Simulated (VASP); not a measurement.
# Mn (Pm-3m) in VASP: single point with r2SCAN

Aim: the single point of Mn with r2SCAN.

Everything below comes from runs of VASP 6.6.1. Logs are shortened: lines on timing, memory, paths and dates and some standing lists are left out, and cuts for length are marked.

**1. The cell of the first run**

Symmetry: Pm-3m, No. 221, cubic system. Conventional cell: a = 2.229 Å, b = 2.229 Å, c = 2.229 Å, α = 90.00°, β = 90.00°, γ = 90.00°. Within 2.9 Å of Mn (site symmetry m-3m) lie 6 Mn at 2.23 Å.

This isn't the form of Mn at room conditions, which is a 58-atom cubic cell.

**2. Single point, r2SCAN (11.08 Å³/atom)**

Input file POSCAR:

```
Mn
1.0
    2.2290535044      0.0000000000      0.0000000000
    0.0000000000      2.2290535044      0.0000000000
    0.0000000000      0.0000000000      2.2290535044
Mn
1
Direct
    0.0000000000      0.0000000000      0.0000000000
```

Input file INCAR.step1:

```
SYSTEM = Mn
ALGO = Normal
EDIFF = 1E-5
ENCUT = 750
GGA = PE
GGA_COMPAT = .FALSE.
ISMEAR = -1
LASPH = .TRUE.
LCHARG = .FALSE.
LREAL = .FALSE.
LWAVE = .TRUE.
NBANDS = 14
NELM = 120
PREC = Accurate
SIGMA = 0.1
```

Input file INCAR.step2:

```
SYSTEM = Mn
ALGO = Normal
EDIFF = 1E-6
ENCUT = 750
GGA_COMPAT = .FALSE.
ISIF = 2
ISMEAR = -1
ISTART = 1
LASPH = .TRUE.
LCHARG = .TRUE.
LELF = .TRUE.
LMIXTAU = .TRUE.
LREAL = .FALSE.
LVHAR = .TRUE.
LWAVE = .FALSE.
METAGGA = R2SCAN
NBANDS = 14
NELM = 120
PREC = Accurate
SIGMA = 0.1
```

Input file KPOINTS:

```
k-points
0
G
  16 16 16
  0 0 0
```

Potentials or basis: VASP PAW PBE potentials, release 64 (Mn_sv).

Launch:

```console
> cat potpaw_PBE.64/Mn_sv/POTCAR > POTCAR
> cp INCAR.step1 INCAR
> mpirun -np 1 vasp_std > vasp.out
> cp INCAR.step2 INCAR
> mpirun -np 1 vasp_std > vasp.out
```

OUTCAR:

```text
SYSTEM = Mn
   EDIFF = 1E-6
   ENCUT = 750
   ISIF = 2
   ISMEAR = -1
   ISTART = 1
   LASPH = .TRUE.
   LREAL = .FALSE.
   METAGGA = R2SCAN
   NELM = 120
   PREC = Accurate

 ion  position               nearest neighbor table
   1  0.000  0.000  0.000-

  LATTYP: Found a simple cubic cell.
 ALAT       =     2.2290535044

  Lattice vectors:

 A1 = (   2.2290535044,   0.0000000000,   0.0000000000)
 A2 = (   0.0000000000,   2.2290535044,   0.0000000000)
 A3 = (   0.0000000000,   0.0000000000,   2.2290535044)

Analysis of symmetry for initial positions (statically):
=====================================================================
 Subroutine PRICEL returns:
 Original cell was already a primitive cell.

 Routine SETGRP: Setting up the symmetry group for a
 simple cubic supercell.

 Subroutine GETGRP returns: Found 48 space group operations
 (whereof 48 operations were pure point group operations)
 out of a pool of 48 trial point group operations.

The static configuration has the point symmetry O_h .

Analysis of symmetry for dynamics (positions and initial velocities):
=====================================================================
 Subroutine PRICEL returns:
 Original cell was already a primitive cell.

 Routine SETGRP: Setting up the symmetry group for a
 simple cubic supercell.

 Subroutine GETGRP returns: Found 48 space group operations
 (whereof 48 operations were pure point group operations)
 out of a pool of 48 trial point group operations.

The dynamic configuration has the point symmetry O_h .

 Subroutine INISYM returns: Found 48 space group operations
 (whereof 48 operations are pure point group operations),
 and found     1 'primitive' translations

----------------------------------------------------------------------------------------

                                     Primitive cell

  volume of cell :      11.0755

  direct lattice vectors                    reciprocal lattice vectors
     2.229053504  0.000000000  0.000000000     0.448620905  0.000000000  0.000000000
     0.000000000  2.229053504  0.000000000     0.000000000  0.448620905  0.000000000
     0.000000000  0.000000000  2.229053504     0.000000000  0.000000000  0.448620905

  length of vectors
     2.229053504  2.229053504  2.229053504     0.448620905  0.448620905  0.448620905

  position of ions in fractional coordinates (direct lattice)
     0.000000000  0.000000000  0.000000000

  ion indices of the primitive-cell ions
   primitive index   ion index
                 1           1

----------------------------------------------------------------------------------------

 KPOINTS: k-points

Automatic generation of k-mesh.
 Grid dimensions read from file:
 generate k-points for:   16   16   16

 Generating k-lattice:

  Cartesian coordinates                     Fractional coordinates (reciprocal lattice)
     0.028038807  0.000000000  0.000000000     0.062500000  0.000000000  0.000000000
     0.000000000  0.028038807  0.000000000     0.000000000  0.062500000  0.000000000
     0.000000000  0.000000000  0.028038807     0.000000000  0.000000000  0.062500000

  Length of vectors
     0.028038807  0.028038807  0.028038807

  Shift w.r.t. Gamma in fractional coordinates (k-lattice)
     0.000000000  0.000000000  0.000000000

 Subroutine IBZKPT returns following result:
 ===========================================

 Found    165 irreducible k-points:

 Following reciprocal coordinates:
            Coordinates               Weight
  0.000000  0.000000  0.000000      1.000000
  0.062500  0.000000  0.000000      6.000000
  0.125000  0.000000  0.000000      6.000000
  0.187500  0.000000  0.000000      6.000000
  0.250000  0.000000  0.000000      6.000000
  0.312500  0.000000  0.000000      6.000000
[... 16 lines left out ...]
  0.437500  0.125000  0.000000     24.000000
  0.500000  0.125000  0.000000     12.000000
 [... further k-points ...]
   k-points           NKPTS =    165   k-points in BZ     NKDIM =    165   number of bands    NBANDS=     14
   number of dos      NEDOS =    301   number of ions     NIONS =      1
   total plane-waves  NPLWV =   8000
   dimension x,y,z NGX =    20 NGY =   20 NGZ =   20
   dimension x,y,z NGXF=    40 NGYF=   40 NGZF=   40
   ions per type =               1
   NGX,Y,Z   is equivalent  to a cutoff of  14.92, 14.92, 14.92 a.u.
   NGXF,Y,Z  is equivalent  to a cutoff of  29.83, 29.83, 29.83 a.u.
 SYSTEM =  Mn
   PREC   = accura    normal or accurate (medium, high low for compatibility)
   ISTART =      1    job   : 0-new  1-cont  2-samecut
   ICHARG =      0    charge: 1-file 2-atom 10-const
   ISPIN  =      1    spin polarized calculation?
   LNONCOLLINEAR =      F non collinear calculations
   LSORBIT =      F    spin-orbit coupling
   LASPH  =      T    aspherical Exc in radial PAW
   ENCUT  =  750.0 eV  55.12 Ry    7.42 a.u.   4.98  4.98  4.98*2*pi/ulx,y,z
   NELM   =    120;   NELMIN=  2; NELMDL=  0     # of ELM steps
   EDIFF  = 0.1E-05   stopping-criterion for ELM
   LREAL  =      F    real-space projection
   EDIFFG = 0.1E-04   stopping-criterion for IOM
   NSW    =      0    number of steps for IOM
   IBRION =     -1    ionic relax: 0-MD 1-quasi-New 2-CG
   NFREE  =      0    steps in history (QN), initial steepest desc. (CG)
   ISIF   =      2    stress and relaxation
   ISYM   =      2    0-nonsym 1-usesym 2-fastsym
   POTIM  = 0.5000    time-step for ionic-motion
   TEBEG  =    0.0;   TEEND  =   0.0 temperature during run
   PSTRESS=    0.0 pullay stress
   NELECT =      15.0000    total number of electrons
   NUPDOWN=      -1.0000    fix difference up-down
   EMIN   =  10.00;   EMAX   =-10.00  energy-range for DOS
   EFERMI =   0.00;   METHOD = LEGACY
   ISMEAR =    -1;   SIGMA  =   0.10  broadening in eV -4-tet -1-fermi 0-gaus
   EFERMI_NEDOS =   21; number of points for ismear=-14 and -15
   IALGO  =     38    algorithm
   IMIX   =      4    mixing-type and parameters
     AMIX     =   0.40;   BMIX     =  1.00
     AMIX_MAG =   1.60;   BMIX_MAG =  1.00
  volume/ion in A,a.u.               =      11.08        74.74
  Fermi-wavevector in a.u.,A,eV,Ry     =   1.811277  3.422816 44.636941  3.280723
  Thomas-Fermi vector in A             =   2.869765
   LORBIT       =      0    0 simple, 1 ext, 2 COOP (PROOUT), +10 PAW based schemes
   METAGGA = R2SCAN    functional components
   LHFCALC =     F    Hartree Fock is set to
   AEXX    =    0.0000 exact exchange contribution
   IVDW    =     0    specifies the selected vdW correction
   LEPSILON=     F    determine dielectric tensor
   LRPA    =     F    only Hartree local field effects (RPA)
 non-spin polarized calculation
  energy-cutoff  :      750.00
  volume of cell :       11.08
 maximum number of plane-waves:       552
 NGX is ok and might be reduce to    20
   NGX =  9   NGY =  9   NGZ =  9

 number of electron      15.0000019 magnetization

 Free energy of the ion-electron system (eV)
  ---------------------------------------------------
  ext. energy  EPLUGINS =         0.00000000
  ---------------------------------------------------
  free energy    TOTEN  =       -13.44981117 eV

  energy without entropy =      -13.39783157  energy(sigma->0) =      -13.42382137

 E-fermi :  13.7787     XC(G=0): -14.9881

 val. band max:       13.7755858887   @ k =   0.5000   0.1875   0.0000
 cond. band min:      13.7832571833   @ k =   0.4375   0.3750   0.0625
 fundamental gap:      0.0076712945
 Fermi energy:        13.7786656242

 k-point     1 :       0.0000    0.0000    0.0000
  band No.  band energies     occupation
      1     -68.9053      2.00000
      2     -35.7404      2.00000
      3     -35.7404      2.00000
      4     -35.7404      2.00000
      5       4.8654      2.00000
      6       9.3716      2.00000
      7       9.3716      2.00000
      8      15.7224      0.00000
      9      15.7224      0.00000
     10      15.7224      0.00000
     11      36.1192      0.00000
     12      36.1192      0.00000
     13      36.1192      0.00000
     14      40.5940      0.00000

 k-point     2 :       0.0625    0.0000    0.0000
  band No.  band energies     occupation
      1     -68.8985      2.00000
      2     -35.7850      2.00000
      3     -35.7366      2.00000
      4     -35.7366      2.00000
      5       5.0072      2.00000
      6       9.4012      2.00000
      7       9.4717      2.00000
      8      15.6315      0.00000
      9      15.6315      0.00000
     10      15.7293      0.00000
     11      34.6179      0.00000
     12      36.3262      0.00000
     13      36.3262      0.00000
     14      40.4985      0.00000

 k-point     3 :       0.1250    0.0000    0.0000
  band No.  band energies     occupation
      1     -68.8789      2.00000
      2     -35.9112      2.00000
      3     -35.7259      2.00000
      4     -35.7259      2.00000
      5       5.4196      2.00000
      6       9.4864      2.00000
      7       9.7637      2.00000
      8      15.3790      0.00000
      9      15.3790      0.00000
     10      15.7491      0.00000
     11      31.9841      0.00000
     12      36.9283      0.00000
     13      36.9283      0.00000
     14      40.2176      0.00000

 k-point     4 :       0.1875    0.0000    0.0000
  band No.  band energies     occupation
      1     -68.8496      2.00000
      2     -36.0982      2.00000
      3     -35.7099      2.00000
      4     -35.7099      2.00000
      5       6.0649      2.00000
      6       9.6162      2.00000
      7      10.2196      2.00000
      8      15.0170      0.00001
      9      15.0170      0.00001
     10      15.7788      0.00000
     11      29.2967      0.00000
     12      37.8767      0.00000
     13      37.8767      0.00000
     14      39.7737      0.00000

 k-point     5 :       0.2500    0.0000    0.0000
  band No.  band energies     occupation
      1     -68.8149      2.00000
      2     -36.3157      2.00000
      3     -35.6909      2.00000
      4     -35.6909      2.00000
      5       6.8843      2.00000
      6       9.7729      2.00000
      7      10.7869      2.00000
      8      14.6113      0.00048
      9      14.6113      0.00048
     10      15.8139      0.00000
     11      26.7942      0.00000
[... 276 lines left out ...]
 k-point    22 :       0.3750    0.1250    0.0000
  band No.  band energies     occupation
      1     -68.7249      2.00000
      2     -36.6867      2.00000
      3     -35.8174      2.00000
      4     -35.6420      2.00000
      5       9.0341      2.00000
      6      10.3934      2.00000
      7      11.5382      2.00000
      8      13.9717      0.25342
      9      14.4050      0.00380
     10      15.5821      0.00000
     11      23.0848      0.00000
     12      35.6069      0.00000
     13      40.4408      0.00000
     14      42.8568      0.00000

 k-point    23 :       0.4375    0.1250    0.0000
  band No.  band energies     occupation
      1     -68.7050      2.00000
      2     -36.8044      2.00000
      3     -35.8055      2.00000
      4     -35.6313      2.00000
      5       9.7397      2.00000
      6      10.5456      2.00000
      7      11.3117      2.00000
      8      13.7731      1.02776
      9      14.8578      0.00004
     10      15.6065      0.00000
     11      21.7141      0.00000
     12      36.1115      0.00000
     13      40.7136      0.00000
     14      42.6552      0.00000

 k-point    24 :       0.5000    0.1250    0.0000
  band No.  band energies     occupation
      1     -68.6980      2.00000
      2     -36.8455      2.00000
      3     -35.8013      2.00000
      4     -35.6275      2.00000
      5      10.0464      2.00000
      6      10.7139      2.00000
      7      11.0400      2.00000
      8      13.7045      1.35488
      9      15.0975      0.00000
     10      15.6152      0.00000
     11      21.1862      0.00000
     12      36.2859      0.00000
     13      41.2244      0.00000
     14      41.7683      0.00000

 [... further k-points ...]

------------------------ aborting loop because EDIFF is reached ----------------------------------------

  FORCE on cell =-STRESS in cart. coord.  units (eV):
  Direction    XX          YY          ZZ          XY          YZ          ZX
  --------------------------------------------------------------------------------------
  -------------------------------------------------------------------------------------
  Total        0.6744196      0.6744196      0.6744196      0.0000000      0.0000000     -0.0000000
  in kB       97.5616833     97.5616833     97.5616833      0.0000000      0.0000000     -0.0000000
  external PRESSURE =      97.5616833 kB  Pullay stress =       0.0000000 kB

 VOLUME and BASIS-vectors are now :
 -----------------------------------------------------------------------------
  energy-cutoff  :      750.00
  volume of cell :       11.08
      direct lattice vectors                 reciprocal lattice vectors
     2.229053504  0.000000000  0.000000000     0.448620905  0.000000000  0.000000000
     0.000000000  2.229053504  0.000000000     0.000000000  0.448620905  0.000000000
     0.000000000  0.000000000  2.229053504     0.000000000  0.000000000  0.448620905

 POSITION                                       TOTAL-FORCE (eV/Angst)
 -----------------------------------------------------------------------------------
      0.00000      0.00000      0.00000         0.000000      0.000000      0.000000
 -----------------------------------------------------------------------------------
    total drift:                               -0.000000     -0.000000     -0.000000

  FREE ENERGIE OF THE ION-ELECTRON SYSTEM (eV)
  ---------------------------------------------------
  free  energy   TOTEN  =       -13.4498111720 eV

  energy  without entropy=      -13.3978315736  energy(sigma->0) =      -13.42382137
```

Wall time 72 s (1 thread of AMD EPYC 9R45 (Zen 5), shared host); peak memory 0.13 GiB.

What came out:

| Property | Result |
| --- | --- |
| Free energy | -13.4498 eV |
| Pressure | 9.8 GPa |
| Band gap on the k mesh | zero (an odd number of electrons rules out a gap without spin polarisation) |

Caveat: the cell stands under pressure; the PAW data sets were made with another functional, which shifts forces and pressure a little; the run has no spin polarisation, though such a crystal can be magnetic. Spin polarisation is off, so any magnetic state and its effect on volume and gap are missing.
